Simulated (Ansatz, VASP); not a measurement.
# One calculation of BN, two programs

INCAR

```
PREC = Accurate ; ENCUT = 520
EDIFF = 1E-8 ; ISMEAR = -1
SIGMA = 0.03 ; LREAL = F
LASPH = T ; NELM = 80
ALGO = Normal ; ISIF = 2
LWAVE = F ; LCHARG = F
GGA = PS ; LEFG = T
NBANDS = 11
```

The input KPOINTS:

```
regular mesh
0
Gamma
  13 13 13
```

File POSCAR:

```
BN
1.0
    0.0000000000      1.8617250000      1.8075000000
    1.8617250000      0.0000000000      1.8075000000
    1.8617250000      1.8617250000      0.0000000000
B N
1 1
Direct
    0.0000000000      0.0000000000      0.0000000000
    0.7500000000      0.7500000000      0.7500000000
```

Input for Ansatz:

```yaml
crystal:
  lattice:
    - [0.0, 1.861725, 1.8075]
    - [1.861725, 0.0, 1.8075]
    - [1.861725, 1.861725, 0.0]
  atoms:
    - { symbol: B, position: [0.0, 0.0, 0.0] }
    - { symbol: "N", position: [0.75, 0.75, 0.75] }
kpoints:
  mp_grid: { grid: [13, 13, 13] }
scf:
  occupations: { method: fermi_dirac, width: 0.03 }
hamiltonian:
  xc: pbesol
  pseudopotentials: { kind: paw }
output:
  forces: true
  stress: true
  eigenvalues: true
  efg: { contact_densities: true }
```

Change from the starting cell: equal xx and yy strain of +3 %, PAW files.

Alike in both runs: task electric field gradients; functional PBEsol; k mesh 13 × 13 × 13; occupations fermi-dirac, width 0.03 eV; no spin polarisation.

```csv
,VASP,Ansatz
version,VASP 6.6.1,Ansatz 0.2.0
potentials or method,"VASP PAW PBE potentials, release 64 (B, N)","PAW with Ansatz's default frozen-core files, scalar-relativistic"
plane-wave cutoff (eV),520,420
valence electrons in the cell,8,8
```

```tsv
	VASP	Ansatz	Ansatz less VASP
gap on the k mesh at the Fermi level (eV)	3.80	3.81	+0.011
pressure (GPa)	-22.4	-22.8	-0.37
traceless stress, the component that is largest in VASP (GPa)	10.83	10.83	-0.001
size of Vzz on the site where it differs most (V/Å²)	1.1	0.8	-0.27
```

VASP's potentials were made for PBE, not for PBEsol. With one functional, cell and mesh, what is left measures potentials, basis and numerics.
